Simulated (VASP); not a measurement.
Here is a VASP 6.6.1 calculation.

INCAR

```
ALGO = Normal
EDIFF = 1E-7
EDIFFG = -0.005
ENCUT = 600
GGA = PE
IBRION = 2
ISIF = 3
ISMEAR = 0
LASPH = True
LCHARG = False
LREAL = False
LWAVE = False
NELM = 80
NSW = 100
PREC = Accurate
SIGMA = 0.02
```

KPOINTS

```
k-points
0
Gamma
  6 6 6
```

The input POSCAR:

```
SiO2
1.0
    0.0000000000      3.7291996880      3.7291996880
    3.7291996880      0.0000000000      3.7291996880
    3.7291996880      3.7291996880      0.0000000000
Si O
2 4
Direct
    0.5000000000      0.5000000000      0.5000000000
    0.7500000000      0.7500000000      0.7500000000
    0.6250000000      0.6250000000      0.6250000000
    0.1250000000      0.6250000000      0.6250000000
    0.6250000000      0.6250000000      0.1250000000
    0.6250000000      0.1250000000      0.6250000000
```

Potentials or basis: VASP PAW PBE potentials, release 64 (Si, O).

Run with:

```bash
$ cat potpaw_PBE.64/Si/POTCAR potpaw_PBE.64/O/POTCAR > POTCAR
$ mpirun -np 1 vasp_std > vasp.out
```

Question: Estimate the band gap on the k mesh.

Answer: 5.38 eV (least direct gap 5.38 eV).

Final structure:
```yaml
crystal:
  lattice:
    - [0.00000, 3.72920, 3.72920]
    - [3.72920, 0.00000, 3.72920]
    - [3.72920, 3.72920, 0.00000]
  atoms:
    - { symbol: Si, position: [0.50000, 0.50000, 0.50000] }
    - { symbol: Si, position: [0.75000, 0.75000, 0.75000] }
    - { symbol: O, position: [0.62500, 0.62500, 0.62500] }
    - { symbol: O, position: [0.12500, 0.62500, 0.62500] }
    - { symbol: O, position: [0.62500, 0.62500, 0.12500] }
    - { symbol: O, position: [0.62500, 0.12500, 0.62500] }
```

Caveat: the relaxation stopped at its first step, so nothing moved. PBE gaps usually lie below the measured ones, often by a third to a half.
